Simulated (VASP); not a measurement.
# MoS2 (Cmcm) in VASP: a series of runs

The runs below take MoS2 through single point, with PBEsol.

All numbers are computed with VASP 6.6.1; they aren't measurements. Logs are shortened: lines on timing, memory, paths and dates and some standing lists are left out, and cuts for length are marked.

**1. The cell of the first run**

Symmetry: Cmcm, No. 63, orthorhombic system. The conventional cell has a = 3.236 Å, b = 5.278 Å, c = 12.579 Å, α = 90.00°, β = 90.00°, γ = 90.00°. Mo (site symmetry m2m) has 6 S at 2.35 to 2.41 Å and 4 Mo at 3.10 Å within 3.1 Å. Within 3.3 Å of S (site symmetry m) lie 3 Mo at 2.35 to 2.41 Å and 7 S at 3.10 to 3.24 Å.

**2. Single point, PBEsol (strain +0.0300 x Voigt [1, -1, 0, 0, 0, 0])**

The input, INCAR:

```
SYSTEM = MoS2
ALGO = Normal ; EDIFF = 1E-6
ENCUT = 520 ; GGA = PS
ISIF = 2 ; ISMEAR = 0
LASPH = .TRUE. ; LCHARG = .TRUE.
LELF = .TRUE. ; LREAL = .FALSE.
LVHAR = .TRUE. ; LWAVE = .FALSE.
NBANDS = 35 ; NELM = 100
PREC = Accurate ; SIGMA = 0.05
```

The input, KPOINTS:

```
k-points
0
G
  12 12 2
  0 0 0
```

The input, POSCAR:

```
MoS2
1.0
    3.2356751735      0.0000000000      0.0000000000
   -1.6178375867      2.6389432929      0.0000000000
    0.0000000000      0.0000000000     12.5788196111
Mo S
2 4
Direct
    0.3333333333      0.6666666667      0.2500000000
    0.6666666667      0.3333333333      0.7500000000
    0.3333333333      0.6666666667      0.6260538431
    0.6666666667      0.3333333333      0.1260538431
    0.3333333333      0.6666666667      0.8739461569
    0.6666666667      0.3333333333      0.3739461569
```

Potentials or basis: VASP PAW PBE potentials, release 64 (Mo_sv, S).

On the command line:

```bash
$ cat potpaw_PBE.64/Mo_sv/POTCAR potpaw_PBE.64/S/POTCAR > POTCAR
$ mpirun -np 1 vasp_std > vasp.out
```

OUTCAR:

```text
SYSTEM = MoS2
   EDIFF = 1E-6
   ENCUT = 520
   GGA = PS
   ISIF = 2
   ISMEAR = 0
   LASPH = .TRUE.
   LREAL = .FALSE.
   NELM = 100
   PREC = Accurate

 ion  position               nearest neighbor table
   1  0.333  0.667  0.250-   4 2.35   6 2.35   4 2.41   6 2.41   4 2.41   6 2.41
   2  0.667  0.333  0.750-   3 2.35   5 2.35   3 2.41   5 2.41   3 2.41   5 2.41
   3  0.333  0.667  0.626-   2 2.35   2 2.41   2 2.41
   4  0.667  0.333  0.126-   1 2.35   1 2.41   1 2.41
   5  0.333  0.667  0.874-   2 2.35   2 2.41   2 2.41
   6  0.667  0.333  0.374-   1 2.35   1 2.41   1 2.41

  Warning from LATTYP: Monoclinic adjustment (A1->A3, A2->A1, A3->A2)!
  LATTYP: Found a base centered orthorhombic cell.
 ALAT       =     3.2356751735
 B/A-ratio  =     1.6311546440
 C/A-ratio  =     3.8875409108

  Lattice vectors:

 A1 = (   1.6178375867,  -2.6389432929,   0.0000000000)
 A2 = (   1.6178375868,   2.6389432929,   0.0000000000)
 A3 = (   0.0000000000,   0.0000000000,  12.5788196111)

Analysis of symmetry for initial positions (statically):
=====================================================================
 Subroutine PRICEL returns:
 Original cell was already a primitive cell.

 Routine SETGRP: Setting up the symmetry group for a
 base centered orthorhombic supercell.

 Subroutine GETGRP returns: Found  8 space group operations
 (whereof  4 operations were pure point group operations)
 out of a pool of  8 trial point group operations.

The static configuration has the point symmetry C_2h.
 The point group associated with its full space group is D_2h.

Analysis of symmetry for dynamics (positions and initial velocities):
=====================================================================
 Subroutine PRICEL returns:
 Original cell was already a primitive cell.

 Routine SETGRP: Setting up the symmetry group for a
 base centered orthorhombic supercell.

 Subroutine GETGRP returns: Found  8 space group operations
 (whereof  4 operations were pure point group operations)
 out of a pool of  8 trial point group operations.

The dynamic configuration has the point symmetry C_2h.
 The point group associated with its full space group is D_2h.

 Subroutine INISYM returns: Found  8 space group operations
 (whereof  4 operations are pure point group operations),
 and found     1 'primitive' translations

----------------------------------------------------------------------------------------

                                     Primitive cell

  volume of cell :     107.4076

  direct lattice vectors                    reciprocal lattice vectors
     3.235675173  0.000000000  0.000000000     0.309054508  0.189469778  0.000000000
    -1.617837587  2.638943293  0.000000000     0.000000000  0.378939556  0.000000000
     0.000000000  0.000000000 12.578819611     0.000000000  0.000000000  0.079498715

  length of vectors
     3.235675173  3.095386916 12.578819611     0.362509980  0.378939556  0.079498715

  position of ions in fractional coordinates (direct lattice)
     0.333333333  0.666666667  0.250000000
     0.666666667  0.333333333  0.750000000
     0.333333333  0.666666667  0.626053843
     0.666666667  0.333333333  0.126053843
     0.333333333  0.666666667  0.873946157
     0.666666667  0.333333333  0.373946157

  ion indices of the primitive-cell ions
   primitive index   ion index
                 1           1
                 2           2
                 3           3
                 4           4
                 5           5
                 6           6

----------------------------------------------------------------------------------------

 KPOINTS: k-points

Automatic generation of k-mesh.
 Grid dimensions read from file:
 generate k-points for:   12   12    2

 Generating k-lattice:

  Cartesian coordinates                     Fractional coordinates (reciprocal lattice)
     0.025754542  0.015789148  0.000000000     0.083333333 -0.000000000  0.000000000
     0.000000000  0.031578296  0.000000000     0.000000000  0.083333333  0.000000000
     0.000000000  0.000000000  0.039749358     0.000000000  0.000000000  0.500000000

  Length of vectors
     0.030209165  0.031578296  0.039749358

  Shift w.r.t. Gamma in fractional coordinates (k-lattice)
     0.000000000  0.000000000  0.000000000

 Subroutine IBZKPT returns following result:
 ===========================================

 Found     86 irreducible k-points:

 Following reciprocal coordinates:
            Coordinates               Weight
  0.000000  0.000000  0.000000      1.000000
  0.083333  0.000000  0.000000      4.000000
  0.166667  0.000000  0.000000      4.000000
  0.250000  0.000000  0.000000      4.000000
  0.333333  0.000000  0.000000      4.000000
  0.416667 -0.000000  0.000000      4.000000
[... 16 lines left out ...]
  0.333333  0.166667  0.000000      4.000000
  0.416667  0.166667  0.000000      4.000000
 [... further k-points ...]
   k-points           NKPTS =     86   k-points in BZ     NKDIM =     86   number of bands    NBANDS=     35
   number of dos      NEDOS =    301   number of ions     NIONS =      6
   total plane-waves  NPLWV =  55296
   dimension x,y,z NGX =    24 NGY =   24 NGZ =   96
   dimension x,y,z NGXF=    48 NGYF=   48 NGZF=  192
   ions per type =               2   4
   NGX,Y,Z   is equivalent  to a cutoff of  12.33, 12.89, 12.69 a.u.
   NGXF,Y,Z  is equivalent  to a cutoff of  24.66, 25.78, 25.38 a.u.
 SYSTEM =  MoS2
   PREC   = accura    normal or accurate (medium, high low for compatibility)
   ISTART =      0    job   : 0-new  1-cont  2-samecut
   ICHARG =      2    charge: 1-file 2-atom 10-const
   ISPIN  =      1    spin polarized calculation?
   LNONCOLLINEAR =      F non collinear calculations
   LSORBIT =      F    spin-orbit coupling
   LASPH  =      T    aspherical Exc in radial PAW
   ENCUT  =  520.0 eV  38.22 Ry    6.18 a.u.   6.02  5.76 23.39*2*pi/ulx,y,z
   NELM   =    100;   NELMIN=  2; NELMDL= -5     # of ELM steps
   EDIFF  = 0.1E-05   stopping-criterion for ELM
   LREAL  =      F    real-space projection
   EDIFFG = 0.1E-04   stopping-criterion for IOM
   NSW    =      0    number of steps for IOM
   IBRION =     -1    ionic relax: 0-MD 1-quasi-New 2-CG
   NFREE  =      0    steps in history (QN), initial steepest desc. (CG)
   ISIF   =      2    stress and relaxation
   ISYM   =      2    0-nonsym 1-usesym 2-fastsym
   POTIM  = 0.5000    time-step for ionic-motion
   TEBEG  =    0.0;   TEEND  =   0.0 temperature during run
   PSTRESS=    0.0 pullay stress
   NELECT =      52.0000    total number of electrons
   NUPDOWN=      -1.0000    fix difference up-down
   EMIN   =  10.00;   EMAX   =-10.00  energy-range for DOS
   EFERMI =   0.00;   METHOD = LEGACY
   ISMEAR =     0;   SIGMA  =   0.05  broadening in eV -4-tet -1-fermi 0-gaus
   EFERMI_NEDOS =   21; number of points for ismear=-14 and -15
   IALGO  =     38    algorithm
   IMIX   =      4    mixing-type and parameters
     AMIX     =   0.40;   BMIX     =  1.00
     AMIX_MAG =   1.60;   BMIX_MAG =  1.00
  volume/ion in A,a.u.               =      17.90       120.80
  Fermi-wavevector in a.u.,A,eV,Ry     =   1.285477  2.429199 22.482964  1.652451
  Thomas-Fermi vector in A             =   2.417609
   LORBIT       =      0    0 simple, 1 ext, 2 COOP (PROOUT), +10 PAW based schemes
   GGA     = PS    functional components
   LHFCALC =     F    Hartree Fock is set to
   AEXX    =    0.0000 exact exchange contribution
   IVDW    =     0    specifies the selected vdW correction
   LEPSILON=     F    determine dielectric tensor
   LRPA    =     F    only Hartree local field effects (RPA)
 non-spin polarized calculation
 Gauss-broadening in eV      SIGMA  =   0.05
  energy-cutoff  :      520.00
  volume of cell :      107.41
 maximum number of plane-waves:      2916
   NGX = 13   NGY = 11   NGZ = 47

 number of electron      52.0000000 magnetization

 Free energy of the ion-electron system (eV)
  ---------------------------------------------------
  ext. energy  EPLUGINS =         0.00000000
  ---------------------------------------------------
  free energy    TOTEN  =       -46.79636813 eV

  energy without entropy =      -46.79636813  energy(sigma->0) =      -46.79636813

 E-fermi :   7.4926     XC(G=0): -10.9276

 val. band max:        7.2505657878   @ k =   0.0000   0.0000   0.0000
 cond. band min:       8.2672899060   @ k =  -0.3333   0.1667   0.0000
 fundamental gap:      1.0167241182
 Fermi energy:         7.4925617107

 k-point     1 :       0.0000    0.0000    0.0000
  band No.  band energies     occupation
      1     -53.9994      2.00000
      2     -53.9994      2.00000
      3     -28.2176      2.00000
      4     -28.2176      2.00000
      5     -27.9858      2.00000
      6     -27.9858      2.00000
[... 27 lines left out ...]
     34      10.1421      0.00000
     35      12.9575      0.00000

 k-point     2 :       0.0833    0.0000    0.0000
  band No.  band energies     occupation
      1     -53.9966      2.00000
      2     -53.9966      2.00000
      3     -28.2120      2.00000
      4     -28.2120      2.00000
      5     -28.0074      2.00000
      6     -28.0074      2.00000
[... 27 lines left out ...]
     34       9.9758      0.00000
     35      13.4610      0.00000

 k-point     3 :       0.1667    0.0000    0.0000
  band No.  band energies     occupation
      1     -53.9888      2.00000
      2     -53.9887      2.00000
      3     -28.1967      2.00000
      4     -28.1966      2.00000
      5     -28.0763      2.00000
      6     -28.0763      2.00000
[... 27 lines left out ...]
     34      10.3505      0.00000
     35      14.4691      0.00000
[... 723 lines left out ...]
 k-point    23 :       0.3333    0.1667    0.0000
  band No.  band energies     occupation
      1     -53.9537      2.00000
      2     -53.9537      2.00000
      3     -28.3417      2.00000
      4     -28.3417      2.00000
      5     -28.1292      2.00000
      6     -28.1291      2.00000
[... 27 lines left out ...]
     34      11.7970      0.00000
     35      13.3583      0.00000

 k-point    24 :       0.4167    0.1667    0.0000
  band No.  band energies     occupation
      1     -53.9526      2.00000
      2     -53.9526      2.00000
      3     -28.3487      2.00000
      4     -28.3487      2.00000
      5     -28.1264      2.00000
      6     -28.1264      2.00000
[... 27 lines left out ...]
     34      11.7227      0.00000
     35      13.1372      0.00000

 [... further k-points ...]

------------------------ aborting loop because EDIFF is reached ----------------------------------------

  FORCE on cell =-STRESS in cart. coord.  units (eV):
  Direction    XX          YY          ZZ          XY          YZ          ZX
  --------------------------------------------------------------------------------------
  -------------------------------------------------------------------------------------
  Total       -3.1877234      3.9841605     -0.0026633      0.0000000      0.0000000      0.0000000
  in kB      -47.5506387     59.4309324     -0.0397279      0.0000000      0.0000000      0.0000000
  external PRESSURE =       3.9468552 kB  Pullay stress =       0.0000000 kB

 VOLUME and BASIS-vectors are now :
 -----------------------------------------------------------------------------
  energy-cutoff  :      520.00
  volume of cell :      107.41
      direct lattice vectors                 reciprocal lattice vectors
     3.235675173  0.000000000  0.000000000     0.309054508  0.189469778  0.000000000
    -1.617837587  2.638943293  0.000000000     0.000000000  0.378939556  0.000000000
     0.000000000  0.000000000 12.578819611     0.000000000  0.000000000  0.079498715

 POSITION                                       TOTAL-FORCE (eV/Angst)
 -----------------------------------------------------------------------------------
     -0.00000      1.75930      3.14470        -0.000000     -0.462974      0.000000
      1.61784      0.87965      9.43411         0.000000      0.462974      0.000000
     -0.00000      1.75930      7.87502        -0.000000     -0.234077     -0.005539
      1.61784      0.87965      1.58561         0.000000      0.234077     -0.005539
     -0.00000      1.75930     10.99321        -0.000000     -0.234077      0.005539
      1.61784      0.87965      4.70380         0.000000      0.234077      0.005539
 -----------------------------------------------------------------------------------
    total drift:                               -0.000000      0.000000     -0.000000

  FREE ENERGIE OF THE ION-ELECTRON SYSTEM (eV)
  ---------------------------------------------------
  free  energy   TOTEN  =       -46.7963681276 eV

  energy  without entropy=      -46.7963681276  energy(sigma->0) =      -46.79636813
```

It took 3 min on 1 thread of AMD EPYC 9R45 (Zen 5), shared host; peak memory 0.36 GiB.

What came out:

```
Free energy            : -46.7964 eV
Pressure               : 0.4 GPa
Largest force          : 0.463 eV/Å
Band gap on the k mesh : 1.02 eV (least direct gap 1.74 eV)
```

Forces in eV/Å, atoms in the order of the input:
```
Mo   0.000 -0.463  0.000
Mo   0.000  0.463  0.000
S    0.000 -0.234 -0.006
S    0.000  0.234 -0.006
S    0.000 -0.234  0.006
S    0.000  0.234  0.006
```

Levels at points of the mesh, in eV from the valence-band top:
```
           k point  band 22  band 23  band 24  band 25  band 26  band 27  band 28  band 29  band 30  band 31
(0.00, 0.00, 0.00)    -1.95    -1.92    -1.26    -1.12     0.00     2.06     2.07     2.31     2.45     2.58
(0.50, 0.00, 0.00)    -2.46    -1.38    -1.37    -1.26    -1.19     1.73     1.76     2.31     2.52     3.03
(0.00, 0.50, 0.00)    -2.30    -1.93    -1.76    -1.12    -1.03     1.90     1.93     2.22     2.56     2.96
(0.00, 0.00, 0.50)    -2.11    -1.89    -1.89    -0.29    -0.29     2.06     2.06     2.38     2.38     2.59
(0.50, 0.00, 0.50)    -2.56    -1.35    -1.35    -1.24    -1.24     1.74     1.74     2.42     2.42     3.35
(0.00, 0.50, 0.50)    -2.44    -1.85    -1.85    -1.07    -1.07     1.91     1.91     2.40     2.40     3.30
```

Caveat: the cell differs from its parent crystal (strain +0.0300 x Voigt [1, -1, 0, 0, 0, 0]); the stress differs along the axes, from -5 to 6 GPa; the PAW data sets were made with another functional, which shifts forces and pressure a little; this functional lacks dispersion, which binds layers or chains, so the pressure and a relaxed spacing across them are unreliable. A k mesh can miss the band edges.

**3. Single point, PBEsol (strain +0.0150 x Voigt [1, -1, 0, 0, 0, 0])**

The input, INCAR:

```
ALGO = Normal
EDIFF = 1E-6
ENCUT = 520
GGA = PS
ISIF = 2
ISMEAR = 0
LASPH = True
LCHARG = False
LREAL = False
LWAVE = False
NBANDS = 35
NELM = 80
PREC = Accurate
SIGMA = 0.05
```

The input, KPOINTS:

```
k-points
0
Gamma
  12 12 2
```

POSCAR: that of step 2 with these lines changed.

```diff
@@ -2,4 +2,4 @@
 1.0
-    3.2356751735      0.0000000000      0.0000000000
-   -1.6178375867      2.6389432929      0.0000000000
+    3.1885536904      0.0000000000      0.0000000000
+   -1.5942768452      2.6797516944      0.0000000000
     0.0000000000      0.0000000000     12.5788196111
```

Potentials or basis: VASP PAW PBE potentials, release 64 (Mo_sv, S).

On the command line:

```bash
$ cat potpaw_PBE.64/Mo_sv/POTCAR potpaw_PBE.64/S/POTCAR > POTCAR
$ mpirun -np 1 vasp_std > vasp.out
```

Wall time 2.9 min (1 thread of AMD EPYC 9R45 (Zen 5), shared host); peak memory 0.36 GiB.

Results (log left out):

```yaml
Free_energy: -46.8780 eV
Pressure: 0.1 GPa
Largest_force: 0.217 eV/Å
Band_gap_on_the_k_mesh: 1.00 eV (least direct gap 1.74 eV)
```

Forces in eV/Å, atoms in the order of the input:
```
Mo   0.000 -0.217  0.000
Mo   0.000  0.217  0.000
S    0.000 -0.110 -0.001
S    0.000  0.110 -0.001
S    0.000 -0.110  0.001
S    0.000  0.110  0.001
```

Stress tensor (GPa, compression positive):
```
-2.59  0.00  0.00
 0.00  2.87  0.00
 0.00  0.00 -0.04
```

Levels at points of the mesh, in eV from the valence-band top:
| k point | band 22 | band 23 | band 24 | band 25 | band 26 | band 27 | band 28 | band 29 | band 30 | band 31 |
| --- | --- | --- | --- | --- | --- | --- | --- | --- | --- | --- |
| (0.00, 0.00, 0.00) | -2.00 | -1.98 | -1.30 | -1.12 | 0.00 | 2.17 | 2.18 | 2.40 | 2.43 | 2.46 |
| (0.50, 0.00, 0.00) | -2.47 | -1.45 | -1.35 | -1.30 | -1.26 | 1.78 | 1.81 | 2.23 | 2.46 | 3.03 |
| (0.00, 0.50, 0.00) | -2.38 | -1.75 | -1.59 | -1.22 | -1.13 | 1.84 | 1.87 | 2.21 | 2.50 | 2.98 |
| (0.00, 0.00, 0.50) | -2.09 | -1.98 | -1.98 | -0.29 | -0.29 | 2.17 | 2.17 | 2.44 | 2.44 | 2.47 |
| (0.50, 0.00, 0.50) | -2.57 | -1.38 | -1.38 | -1.30 | -1.30 | 1.79 | 1.79 | 2.35 | 2.35 | 3.36 |
| (0.00, 0.50, 0.50) | -2.51 | -1.67 | -1.67 | -1.17 | -1.17 | 1.85 | 1.85 | 2.36 | 2.36 | 3.32 |

Caveat: the cell differs from its parent crystal (strain +0.0150 x Voigt [1, -1, 0, 0, 0, 0]); the stress differs along the axes, from -3 to 3 GPa; the PAW data sets were made with another functional, which shifts forces and pressure a little; this functional lacks dispersion, which binds layers or chains, so the pressure and a relaxed spacing across them are unreliable.

(Continued in part 2 of 2.)
